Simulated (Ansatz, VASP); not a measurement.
Zr2NbC2: VASP beside Ansatz

```
CELL_PARAMETERS angstrom
5.13842 0.00000 0.00000
-2.56921 4.45000 0.00000
0.00000 0.00000 4.36809
ATOMIC_POSITIONS crystal
Zr 0.33333 0.66667 0.50000
Zr 0.66667 0.33333 0.50000
Nb 0.00000 0.00000 0.50000
C 0.33333 0.66667 0.00000
C 0.66667 0.33333 0.00000
```

Alike in both runs: task single point; functional PBE; k mesh 6 × 6 × 4; occupations gaussian, width 0.1 eV; collinear spin.

```csv
,VASP,Ansatz
version,VASP 6.6.1,Ansatz 0.2.0
potentials or method,"VASP PAW PBE potentials, release 64 (Zr_sv, Nb_sv, C), cutoff 520 eV","scalar-relativistic, plane waves, PAW"
valence electrons in the cell,45,45
```

```csv
,VASP,Ansatz,Ansatz less VASP
gap on the k mesh at the Fermi level (eV),none,none,-
pressure (GPa),0.2,0.2,-0.01
net moment per atom (μB),0.00,0.00,0.000
```

A gap of «none» marks a metal or a gap that the smearing closes. With one functional, cell and mesh, what is left measures potentials, basis and numerics. Ansatz's warnings: seeded moment not kept.
